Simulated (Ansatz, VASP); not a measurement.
One calculation of Ti2O, two programs

```
Ti O
1.0
     2.95295    0.00000    0.00000
    -1.47648    2.55733    0.00000
     0.00000    0.00000    4.72373
Ti O
2 1
Direct
  0.66667 0.33333 0.26267
  0.33333 0.66667 0.73733
  0.00000 0.00000 0.00000
```

Alike in both runs: task single point; functional PBEsol; k mesh 24 × 24 × 12; occupations gaussian, width 0.1 eV; no spin polarisation.

```csv
,VASP,Ansatz
version,VASP 6.6.1,Ansatz 0.2.0
potentials or method,"VASP PAW PBE potentials, release 64 (Ti_sv, O), cutoff 520 eV","scalar-relativistic, plane waves, PAW"
valence electrons in the cell,30,30
```

```tsv
	VASP	Ansatz	Ansatz less VASP
gap on the k mesh at the Fermi level (eV)	none	none	-
pressure (GPa)	0.4	0.0	-0.37
rms of the force components (eV/Å)	0.026	0.003	-0.0224
```

VASP's potentials were made for PBE, not for PBEsol. Atom by atom the forces differ by 0.022 eV/Å (rms over components). A gap of «none» marks a metal or a gap that the smearing closes. The functional is the same, so the differences come from potentials, cutoffs and numerics.
